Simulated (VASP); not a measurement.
Sb:

```
CELL_PARAMETERS angstrom
0.00000 2.37124 2.37124
2.37124 0.00000 2.37124
2.37124 2.37124 0.00000
ATOMIC_POSITIONS crystal
Sb 0.00000 0.00000 0.00000
```

| Property | Result |
| --- | --- |
| Program | VASP 6.6.1 |
| Task | relaxation of cell and atoms |
| Functional | RPBE |
| Potentials or basis | VASP PAW PBE potentials, release 64 (Sb) |
| Cutoff | 600 eV |
| k mesh | 10 × 10 × 10 |
| Occupations | fermi-dirac, width 0.05 eV |
| Spin | no spin polarisation |

At the start: pressure 3.0 GPa; volume 26.67 Å³/atom.

Problem. Where does the relaxation end?

Solution. Over 3 steps the energy falls by 12.0 meV/atom and the volume is 28.01 Å³/atom (+5.0 %); space group Fm-3m (No. 225, to 0.05 Å).

The path:
```tsv
step	energy change (eV)	largest force (eV/Å)	pressure (GPa)	volume (Å³)
1	0.0000	0.0000	2.97	26.67
2	-0.0098	0.0000	-1.15	28.62
3	-0.0120	0.0000	0.00	28.01
```

Final structure:
```xyz
1
Lattice="0.0000 2.4104 2.4104 2.4104 0.0000 2.4104 2.4104 2.4104 0.0000" Properties=species:S:1:pos:R:3 pbc="T T T"
Sb    0.0000    0.0000    0.0000
```

Caveat: the PAW data sets were made with another functional, which shifts forces and pressure a little.
